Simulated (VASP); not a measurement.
Here is a VASP 6.6.1 calculation.

File INCAR:

```
PREC = Accurate
ENCUT = 520
EDIFF = 1E-6
ISMEAR = -1
SIGMA = 0.05
LREAL = False
LASPH = True
NELM = 100
ALGO = Normal
ISIF = 2
LWAVE = False
LCHARG = False
GGA = PE
ALDAC = 0.0
AGGAC = 0.0
NBANDS = 66
```

KPOINTS

```
Automatic mesh
0
Gamma
  8 8 2
```

POSCAR

```
ZnS
1.0
    3.8120000000      0.0000000000      0.0000000000
   -1.9060000000      3.3012888392      0.0000000000
    0.0000000000      0.0000000000     18.6899900000
Zn S
6 6
Direct
    0.3333333333      0.6666666667      0.8333300000
    0.6666666667      0.3333333333      0.3333300000
    0.6666666667      0.3333333333      0.6666700000
    0.3333333333      0.6666666667      0.1666700000
    0.0000000000      0.0000000000      0.5000000000
    0.0000000000      0.0000000000      0.0000000000
    0.3333333333      0.6666666667      0.9583300000
    0.6666666667      0.3333333333      0.4583300000
    0.6666666667      0.3333333333      0.7916700000
    0.3333333333      0.6666666667      0.2916700000
    0.0000000000      0.0000000000      0.6250000000
    0.0000000000      0.0000000000      0.1250000000
```

Potentials or basis: VASP PAW PBE potentials, release 64 (Zn, S).

Command:

```bash
$ cat potpaw_PBE.64/Zn/POTCAR potpaw_PBE.64/S/POTCAR > POTCAR
$ mpirun -np 1 vasp_std > vasp.out
```

(1) Predict the largest force.

(2) Estimate the band gap on the k mesh.

(3) Estimate the pressure.

Results:

(1) 0.046 eV/Å.

(2) 2.21 eV.

(3) 12.7 GPa.

Caveat: the cell stands under pressure.
